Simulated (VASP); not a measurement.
Here is a VASP 6.6.1 calculation.

INCAR

```
SYSTEM = Ta2N
ALGO = Normal
EDIFF = 1E-6
ENCUT = 520
GGA = PS
ISIF = 2
ISMEAR = 0
LASPH = .TRUE.
LCHARG = .FALSE.
LREAL = .FALSE.
LWAVE = .FALSE.
NBANDS = 20
NELM = 60
PREC = Accurate
SIGMA = 0.1
```

KPOINTS

```
k-points
0
G
  18 18 18
  0 0 0
```

POSCAR

```
Ta2N
1.0
    1.4953994309      0.8633692640      5.0887564893
   -1.4953994309      0.8633692640      5.0887564893
    0.0000000000     -1.7267385279      5.0887564893
Ta N
2 1
Direct
    0.2469588033      0.2469588033      0.2469588033
    0.7530411967      0.7530411967      0.7530411967
    0.0000000000      0.0000000000      0.0000000000
```

Potentials or basis: VASP PAW PBE potentials, release 64 (Ta_pv, N).

Run with:

```console
$ cat potpaw_PBE.64/Ta_pv/POTCAR potpaw_PBE.64/N/POTCAR > POTCAR
$ mpirun -np 1 vasp_std > vasp.out
```

**Question.** Predict the pressure.

**Answer.** 0.6 GPa.

**Question.** What does it give for the band gap on the k mesh?

**Answer.** Zero (an odd number of electrons rules out a gap without spin polarisation).

**Question.** What does it give for the largest force?

**Answer.** 0.054 eV/Å.

Forces in eV/Å, atoms in the order of the input:
```
Ta   0.000  0.000 -0.054
Ta   0.000  0.000  0.054
N    0.000  0.000  0.000
```

Caveat: the PAW data sets were made with another functional, which shifts forces and pressure a little; spin-orbit coupling is left out, which moves the levels of the heavy elements.
